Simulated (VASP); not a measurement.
Here is a VASP 6.6.1 calculation.

The input INCAR:

```
SYSTEM = Mg
PREC     = Accurate       ! precision mode
ENCUT    = 520            ! plane-wave cutoff, eV
EDIFF    = 1E-7           ! SCF threshold, eV
ISMEAR   = 0              ! smearing method
SIGMA    = 0.1            ! smearing width, eV
LREAL    = .False.        ! projectors in reciprocal space
LASPH    = .True.         ! aspherical terms in the spheres
NELM     = 100            ! most SCF steps
ALGO     = Normal         ! electronic algorithm
ISIF     = 2              ! what is computed and relaxed
LWAVE    = .False.        ! write WAVECAR
LCHARG   = .True.         ! write CHGCAR
GGA      = PE             ! functional
LELF     = .True.         ! ELF
LVHAR    = .True.       
NBANDS   = 9              ! bands
```

KPOINTS

```
Automatic mesh
0
Gamma
  15 15 8
  0 0 0
```

File POSCAR:

```
Mg
1.0
    3.2100636628      0.0000000000      0.0000000000
   -1.6050318314      2.7799966797      0.0000000000
    0.0000000000      0.0000000000      5.1379319477
Mg
2
Direct
    0.3333333333      0.6666666667      0.2500000000
    0.6666666667      0.3333333333      0.7500000000
```

Potentials or basis: VASP PAW PBE potentials, release 64 (Mg).

Launch:

```sh
$ cat potpaw_PBE.64/Mg/POTCAR > POTCAR
$ mpirun -np 1 vasp_std > vasp.out
```

Question: What does it give for the pressure?

Answer: -0.1 GPa.

Question: Estimate the band gap on the k mesh.

Answer: Zero (band 2 reaches 3.53 eV, above the bottom of band 3 at 1.53 eV).
